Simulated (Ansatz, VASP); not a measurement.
Two plane-wave programs on Zn

The input INCAR:

```
SYSTEM = Zn
ALGO     = Fast           ! electronic algorithm
EDIFF    = 1E-7           ! SCF threshold, eV
EDIFFG   = -0.005         ! ionic threshold
ENCUT    = 600            ! plane-wave cutoff, eV
GGA      = PE             ! functional
IBRION   = 2              ! ionic algorithm
ISIF     = 3              ! what is computed and relaxed
ISMEAR   = 0              ! smearing method
IVDW     = 12             ! dispersion correction
LASPH    = .TRUE.         ! aspherical terms in the spheres
LCHARG   = .FALSE.        ! write CHGCAR
LREAL    = .FALSE.        ! projectors in reciprocal space
LWAVE    = .FALSE.        ! write WAVECAR
NELM     = 100            ! most SCF steps
NSW      = 100            ! ionic steps
PREC     = Accurate       ! precision mode
SIGMA    = 0.1            ! smearing width, eV
```

Contents of KPOINTS:

```
k-points
0
G
  18 18 10
  0 0 0
```

File POSCAR:

```
Zn
1.0
    2.6143598013      0.0000000000      0.0000000000
   -1.3071799007      2.2641020026      0.0000000000
    0.0000000000      0.0000000000      4.8731610200
Zn
2
Direct
    0.3333333300      0.6666666700      0.2500000000
    0.6666666700      0.3333333300      0.7500000000
```

Input for Ansatz:

```yaml
crystal:
  lattice:
    - [2.6143598013, 0.0, 0.0]
    - [-1.3071799007, 2.2641020026, 0.0]
    - [0.0, 0.0, 4.87316102]
  atoms:
    - { symbol: Zn, position: [0.33333333, 0.66666667, 0.25] }
    - { symbol: Zn, position: [0.66666667, 0.33333333, 0.75] }
basis:
  ecutwfc: 420
kpoints:
  mp_grid: { grid: [18, 18, 10] }
hamiltonian:
  xc: pbe
  dispersion: d3bj
scf:
  occupations: { method: gaussian, width: 0.1 }
output:
  forces: true
  stress: true
  eigenvalues: true
relax:
  adjacent_minimum: "off"
  f_tol: 0.005
  max_steps: 80
  cell: { stress_tol: 0.05 }
```

Alike in both runs: task relaxation of cell and atoms; functional PBE; dispersion D3(BJ); k mesh 18 × 18 × 10; occupations gaussian, width 0.1 eV; no spin polarisation.

|  | VASP | Ansatz |
| --- | --- | --- |
| version | VASP 6.6.1 | Ansatz 0.2.0 |
| potentials or method | VASP PAW PBE potentials, release 64 (Zn), cutoff 600 eV | scalar-relativistic, plane waves, PAW |
| valence electrons in the cell | 24 | 24 |

```tsv
	VASP	Ansatz	Ansatz less VASP
gap on the k mesh at the Fermi level, each at its own relaxed structure (eV)	none	none	-
relaxed volume (Å³/atom)	14.40	14.35	-0.054
relaxed cell length with the largest relative difference (Å)	2.604	2.600	-0.0037
```

A gap of «none» marks a metal or a gap that the smearing closes.
